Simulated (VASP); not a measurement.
Crystal: ZnS.

```xyz
2
Lattice="0.0000 2.7020 2.7020 2.7020 0.0000 2.7020 2.7020 2.7020 0.0000" Properties=species:S:1:pos:R:3 pbc="T T T"
Zn    1.3510    1.3510    1.3510
S     0.0000    0.0000    0.0000
```

| Item | Value |
| --- | --- |
| Program | VASP 6.6.1 |
| Task | relaxation of cell and atoms |
| Functional | PBE |
| Potentials or basis | VASP PAW PBE potentials, release 64 (Zn, S) |
| Cutoff | 600 eV |
| k mesh | 8 × 8 × 8 |
| Occupations | fermi-dirac, width 0.02 eV |
| Spin | no spin polarisation |

At the start: pressure 1.8 GPa; volume 19.73 Å³/atom.

Problem. How do energy, volume and symmetry change on relaxing?

Solution. Over 7 steps the energy falls by 2.6 meV/atom and the volume is 20.20 Å³/atom (+2.4 %); space group F-43m (No. 216, to 0.1 Å) before and after.

Step by step:
| step | energy change (eV) | largest force (eV/Å) | pressure (GPa) | volume (Å³) |
| --- | --- | --- | --- | --- |
| 1 | 0.0000 | 0.0000 | 1.79 | 39.45 |
| 2 | -0.0046 | 0.0000 | -0.52 | 40.72 |
| 3 | -0.0051 | 0.0000 | 0.06 | 40.40 |
| 4 | -0.0051 | 0.0000 | -0.05 | 40.43 |
| 5 | -0.0051 | 0.0000 | 0.04 | 40.40 |
| 6 | -0.0051 | 0.0000 | -0.04 | 40.42 |
| 7 | -0.0051 | 0.0000 | 0.03 | 40.41 |

Final structure:
```
CELL_PARAMETERS angstrom
0.00000 2.72361 2.72361
2.72361 0.00000 2.72361
2.72361 2.72361 0.00000
ATOMIC_POSITIONS crystal
Zn 0.25000 0.25000 0.25000
S 0.00000 0.00000 0.00000
```
